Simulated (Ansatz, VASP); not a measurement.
One calculation of ZnS, two programs

POSCAR

```
ZnS
1.0
    3.8109987816      0.0000000000      0.0000000000
   -1.9054993908      3.3004217586      0.0000000000
    0.0000000000      0.0000000000      6.2340000000
Zn S
2 2
Direct
    0.3333333333      0.6666666667      0.0000000000
    0.6666666667      0.3333333333      0.5000000000
    0.3333333333      0.6666666667      0.4331231954
    0.6666666667      0.3333333333      0.8850000000
```

The input INCAR.step1:

```
  PREC = Accurate
  ENCUT = 520
  ISMEAR = 0
  SIGMA = 0.05
  LREAL = False
  LASPH = True
  NELM = 100
  NBANDS = 26
  GGA = PE
  ALGO = Normal
  EDIFF = 1E-4
  LWAVE = True
  LCHARG = False
```

The input INCAR.step2:

```
  PREC = Accurate
  ENCUT = 520
  EDIFF = 1E-7
  ISMEAR = 0
  SIGMA = 0.05
  LREAL = False
  LASPH = True
  NELM = 100
  ALGO = Normal
  ISIF = 2
  LWAVE = False
  LCHARG = True
  METAGGA = R2SCAN
  LMIXTAU = True
  LELF = True
  LVHAR = True
  NBANDS = 26
  ISTART = 1
```

File KPOINTS:

```
Automatic mesh
0
Gamma
  6 6 4
```

Input for Ansatz:

```yaml
crystal:
  lattice:
    - [3.8109987816, 0.0, 0.0]
    - [-1.9054993908, 3.3004217586, 0.0]
    - [0.0, 0.0, 6.234]
  atoms:
    - { symbol: Zn, position: [0.3333333333, 0.6666666667, 0.0] }
    - { symbol: Zn, position: [0.6666666667, 0.3333333333, 0.5] }
    - { symbol: S, position: [0.3333333333, 0.6666666667, 0.4331231954] }
    - { symbol: S, position: [0.6666666667, 0.3333333333, 0.885] }
basis:
  ecutwfc: 500
kpoints:
  mp_grid: { grid: [6, 6, 4] }
hamiltonian:
  xc: r2scan
scf:
  occupations: { method: gaussian, width: 0.05 }
output:
  forces: true
  stress: true
  eigenvalues: true
```

Alike in both runs: task single point; functional r2SCAN; k mesh 6 × 6 × 4; occupations gaussian, width 0.05 eV; no spin polarisation.

|  | VASP | Ansatz |
| --- | --- | --- |
| version | VASP 6.6.1 | Ansatz 0.2.0 |
| potentials or method | VASP PAW PBE potentials, release 64 (Zn, S), cutoff 520 eV | scalar-relativistic, plane waves, PAW |
| valence electrons in the cell | 36 | 36 |

|  | VASP | Ansatz | Ansatz less VASP |
| --- | --- | --- | --- |
| gap on the k mesh at the Fermi level (eV) | 2.82 | 2.81 | -0.009 |
| least direct gap on the mesh (eV) | 2.82 | 2.81 | -0.009 |
| pressure (GPa) | 1.9 | 1.9 | -0.05 |
| traceless stress, the component that is largest in VASP (GPa) | -2.88 | -2.84 | +0.038 |
| rms of the force components (eV/Å) | 0.621 | 0.618 | -0.0035 |

VASP's potentials were made for PBE, not for r2SCAN. Atom by atom the forces differ by 0.006 eV/Å (rms over components). The functional is the same, so the differences come from potentials, cutoffs and numerics.
